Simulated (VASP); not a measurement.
Runs of VASP 6.6.1 on SnO2. The cell holds an amorphous packing of atoms, 24 atoms: a = 6.720 Å, b = 6.942 Å, c = 7.044 Å, α = 91.48°, β = 94.19°, γ = 89.14°. 

| smearing | gap on the mesh (eV) | pressure (GPa) | largest force (eV/Å) |
| --- | --- | --- | --- |
| fermi-dirac 0.05 eV | 1.91 | -2.3 | 1.86 |
| fermi-dirac 0.1034 eV | 1.28 | 2.8 | 4.48 |
| fermi-dirac 0.2585 eV | (a) | (b) | 4.79 |
| fermi-dirac 0.1861 eV | 1.49 | 6.1 | 6.35 |

Alike in all rows: task single point; level PBE; potentials or basis VASP PAW PBE potentials, release 64 (Sn_d, O); no spin polarisation; cell as given; k mesh 1 × 1 × 1; cutoff (eV) 520.

Q: Estimate the missing entries.

A: (a) 0.38; (b) 2.6.

Caveats: all runs use coarse meshes; spin-orbit coupling is left out, which moves the levels of the heavy elements.

A k mesh can miss the band edges, and the runs leave out spin-orbit coupling on Sn.
